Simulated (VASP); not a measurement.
**AlN: single point with PBE**

Crystal: AlN.

```
Al N
1.0
     3.23934    0.00000    0.00000
    -1.61967    2.80535    0.00000
     0.00000    0.00000    4.60005
Al N
2 2
Direct
  0.33333 0.66667 0.00000
  0.66667 0.33333 0.50000
  0.33333 0.66667 0.38000
  0.66667 0.33333 0.88000
```

| Item | Value |
| --- | --- |
| Program | VASP 6.6.1 |
| Task | single point |
| Functional | PBE |
| Potentials or basis | VASP PAW PBE potentials, release 64 (Al, N) |
| Cutoff | 600 eV |
| k mesh | 7 × 7 × 4 |
| Occupations | gaussian, width 0.05 eV |
| Spin | no spin polarisation |

| Property | Result |
| --- | --- |
| Pressure | 6.7 GPa |
| Largest force | 2.488 eV/Å |
| Band gap on the k mesh | 3.90 eV |

Forces in eV/Å, atoms in the order of the input:
```
Al   0.000  0.000 -2.488
Al   0.000  0.000 -2.488
N    0.000  0.000  2.488
N    0.000  0.000  2.488
```

Stress tensor (GPa, compression positive):
```
-11.35   0.00   0.00
  0.00 -11.35   0.00
  0.00   0.00  42.94
```

Levels at points of the mesh, in eV from the valence-band top:
```csv
k point,band 4,band 5,band 6,band 7,band 8,band 9,band 10,band 11,band 12,band 13
"(0.00, 0.00, 0.00)",-1.56,-1.56,-0.52,-0.52,0.00,3.90,5.39,9.89,9.89,10.93
"(0.00, 0.00, 0.50)",-3.14,-1.06,-1.06,-1.06,-1.06,5.78,5.78,10.19,10.19,10.19
```

It took 15 s on 1 thread of Intel(R) Xeon(R) Platinum 8488C (Sapphire Rapids) (shared host), peak memory 0.17 GiB.

Caveat: the stress differs along the axes, from -11 to 43 GPa; forces of over 1 eV/Å act on the atoms, so gaps and moduli don't describe the material at rest.
